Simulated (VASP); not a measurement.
A run of VASP 6.6.1:

File INCAR:

```
ALGO = Normal
EDIFF = 1E-7
EDIFFG = -0.025
ENCUT = 600
GGA = PE
IBRION = 2
ISIF = 3
ISMEAR = 0
LASPH = T
LCHARG = F
LREAL = F
LWAVE = F
NELM = 60
NSW = 80
PREC = Accurate
SIGMA = 0.1
```

The input KPOINTS:

```
k-points
0
Gamma
  4 4 1
```

The input POSCAR:

```
MgZn3Te4
1.0
    4.4603582845      0.0291147989      0.0720149926
    0.0291147989      4.5418204465     -0.0488117107
    0.2045410916     -0.1386378064     12.6987913404
Mg Zn Te
1 3 4
Direct
    0.5517253523      0.5210641708      0.0064238163
    0.0230542359     -0.0299553568      0.7485202639
    0.4997981163      0.5305147887      0.4991880279
   -0.0171241064      0.0214123751      0.2357911591
    0.4343609138      0.0568726276      0.3784049790
    0.0248778483      0.4626927594      0.1405112642
    0.4362125299     -0.0340267465      0.8762173122
    0.0470951098      0.4714253817      0.6149431774
```

Potentials or basis: VASP PAW PBE potentials, release 64 (Mg, Zn, Te).

Launch:

```sh
$ cat potpaw_PBE.64/Mg/POTCAR potpaw_PBE.64/Zn/POTCAR potpaw_PBE.64/Te/POTCAR > POTCAR
$ mpirun -np 1 vasp_std > vasp.out
```

Hardware: 1 thread of Intel Xeon 8259CL, with other jobs on the host.

**Question.** How long does it take, and how much memory?

**Answer.** Wall time 77 min on 1 thread of Intel Xeon 8259CL (shared host), peak memory 0.45 GiB. Counts: scf iterations 246, k points 10, ion steps 24.
